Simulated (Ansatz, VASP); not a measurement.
**TaN in VASP and in Ansatz**

The input POSCAR:

```
TaN
1.0
    2.7830740808      0.0000000000      0.0000000000
   -1.3915370404      2.4102128546      0.0000000000
    0.0000000000      0.0000000000      2.7309743278
Ta N
1 1
Direct
    0.3333333333      0.6666666667      0.5000000000
    0.0000000000      0.0000000000      0.0000000000
```

The input INCAR.step1:

```
SYSTEM = TaN
ALGO = Normal
EDIFF = 1E-5
ENCUT = 580
GGA = PE
GGA_COMPAT = .False.
ISMEAR = -1
LASPH = .True.
LCHARG = .False.
LREAL = .False.
LWAVE = .True.
NBANDS = 16
NELM = 120
PREC = Accurate
SIGMA = 0.03
```

INCAR.step2

```
SYSTEM = TaN
ALGO = Normal
EDIFF = 1E-8
ENCUT = 580
GGA_COMPAT = .False.
ISIF = 2
ISMEAR = -1
ISTART = 1
LASPH = .True.
LCHARG = .False.
LEFG = .True.
LMIXTAU = .True.
LREAL = .False.
LWAVE = .False.
METAGGA = R2SCAN
NBANDS = 16
NELM = 120
PREC = Accurate
SIGMA = 0.03
```

Contents of KPOINTS:

```
k-points
0
Gamma
  11 11 10
  0 0 0
```

Input for Ansatz:

```yaml
crystal:
  lattice:
    - [2.7830740808, 0.0, 0.0]
    - [-1.3915370404, 2.4102128546, 0.0]
    - [0.0, 0.0, 2.7309743278]
  atoms:
    - { symbol: Ta, position: [0.3333333333, 0.6666666667, 0.5] }
    - { symbol: "N", position: [0.0, 0.0, 0.0] }
kpoints:
  mp_grid: { grid: [11, 11, 10] }
  band_path:
    path:
      - [0.0, 0.0, 0.0]
      - [0.5, 0.0, 0.0]
      - [0.3333333333, 0.3333333333, 0.0]
      - [0.0, 0.0, 0.0]
      - [0.0, 0.0, 0.5]
      - [0.5, 0.0, 0.5]
      - [0.3333333333, 0.3333333333, 0.5]
      - [0.0, 0.0, 0.5]
      - [0.5, 0.0, 0.5]
    npoints: 6
scf:
  occupations: { method: fermi_dirac, width: 0.03 }
hamiltonian:
  xc: r2scan
  pseudopotentials: { kind: paw }
output:
  forces: true
  stress: true
  eigenvalues: true
  efg: { contact_densities: true }
  populations: true
```

Change from the starting cell: volume scaled by 0.85, PAW files.

Alike in both runs: task electric field gradients; functional r2SCAN; k mesh 11 × 11 × 10; occupations fermi-dirac, width 0.03 eV; no spin polarisation.

```csv
,VASP,Ansatz
version,VASP 6.6.1,Ansatz 0.2.0
potentials or method,"VASP PAW PBE potentials, release 64 (Ta_sv_GW, N)","PAW with Ansatz's default frozen-core files, scalar-relativistic"
plane-wave cutoff (eV),580,500
valence electrons in the cell,18,18
```

Ansatz gave:

* size of Vzz on the site where it differs most (V/Å²): 15.0

**Question.** What did VASP give for the same quantities?

**Answer.** Size of Vzz on the site where it differs most (V/Å²): 2.9.

VASP's potentials were made for PBE, not for r2SCAN. With one functional, cell and mesh, what is left measures potentials, basis and numerics.

Spin-orbit coupling is off throughout. Noted on VASP's run: the cell as given lies far from equilibrium.
